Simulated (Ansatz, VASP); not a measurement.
## One calculation of C, two programs

```
C
1.0
     0.00000    2.18015    3.35975
     1.25947    0.00000    3.35975
     1.25947    2.18015    0.00000
C
2
Direct
  0.16671 0.83329 0.16671
  0.83329 0.16671 0.83329
```

Change from the starting cell: strain +0.030 along x and y, +0.000 along z, atoms carried along.

Alike in both runs: task single point; functional LDA; k mesh 16 × 16 × 16; occupations gaussian, width 0.03 eV; no spin polarisation.

|  | VASP | Ansatz |
| --- | --- | --- |
| version | VASP 6.6.1 | Ansatz 0.2.0 |
| potentials or method | VASP PAW LDA potentials, release 64 (C), cutoff 520 eV | scalar-relativistic, plane waves, PAW |
| valence electrons in the cell | 8 | 8 |

Ansatz gave:

```
gap on the k mesh at the Fermi level (eV)                     : 0.11
least direct gap on the mesh (eV)                             : 0.14
pressure (GPa)                                                : -22.4
traceless stress, the component that is largest in VASP (GPa) : 22.67
rms of the force components (eV/Å)                            : 0.016
```

Task: Which values does VASP return?

Result: gap on the k mesh at the Fermi level (eV): 0.11; least direct gap on the mesh (eV): 0.13; pressure (GPa): -21.6; traceless stress, the component that is largest in VASP (GPa): 21.83; rms of the force components (eV/Å): 0.016.

LDA's correlation is that of Perdew and Zunger in VASP and of Perdew and Wang (1992) in Ansatz. Atom by atom the forces differ by 0.000 eV/Å (rms over components).
